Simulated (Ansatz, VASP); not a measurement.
## One calculation of Pb, two programs

Contents of INCAR:

```
ALGO = Normal
EDIFF = 1E-6
ENCUT = 520
GGA = PS
ISIF = 2
ISMEAR = 0
LASPH = True
LCHARG = False
LREAL = False
LWAVE = False
NBANDS = 21
NELM = 80
PREC = Accurate
SIGMA = 0.15
```

Contents of KPOINTS:

```
k-points
0
Gamma
  12 12 12
```

File POSCAR:

```
Pb
1.0
    0.0000000000      3.2670500527      3.2670500527
    3.2670500527      0.0000000000      3.2670500527
    3.2670500527      3.2670500527      0.0000000000
Pb
2
Direct
    0.5000000000      0.5000000000      0.5000000000
    0.7500000000      0.7500000000      0.7500000000
```

Input for Ansatz:

```yaml
crystal:
  lattice:
    - [0.0, 3.2670500527, 3.2670500527]
    - [3.2670500527, 0.0, 3.2670500527]
    - [3.2670500527, 3.2670500527, 0.0]
  atoms:
    - { symbol: Pb, position: [0.5, 0.5, 0.5] }
    - { symbol: Pb, position: [0.75, 0.75, 0.75] }
basis:
  ecutwfc: 420
kpoints:
  mp_grid: { grid: [12, 12, 12] }
hamiltonian:
  xc: pbesol
scf:
  occupations: { method: gaussian, width: 0.15 }
output:
  forces: true
  stress: true
  eigenvalues: true
```

Change from the starting cell: strain -0.050 along x and y, -0.050 along z, atoms carried along.

Alike in both runs: task single point; functional PBEsol; k mesh 12 × 12 × 12; occupations gaussian, width 0.15 eV; no spin polarisation.

```csv
,VASP,Ansatz
version,VASP 6.6.1,Ansatz 0.2.0
potentials or method,"VASP PAW PBE potentials, release 64 (Pb_d), cutoff 520 eV","scalar-relativistic, plane waves, PAW"
valence electrons in the cell,28,28
```

|  | VASP | Ansatz | Ansatz less VASP |
| --- | --- | --- | --- |
| gap on the k mesh at the Fermi level (eV) | none | none | - |
| pressure (GPa) | 7.5 | 7.6 | +0.09 |

VASP's potentials were made for PBE, not for PBEsol. A gap of «none» marks a metal or a gap that the smearing closes. With one functional, cell and mesh, what is left measures potentials, basis and numerics.

Neither program's run includes spin-orbit coupling.
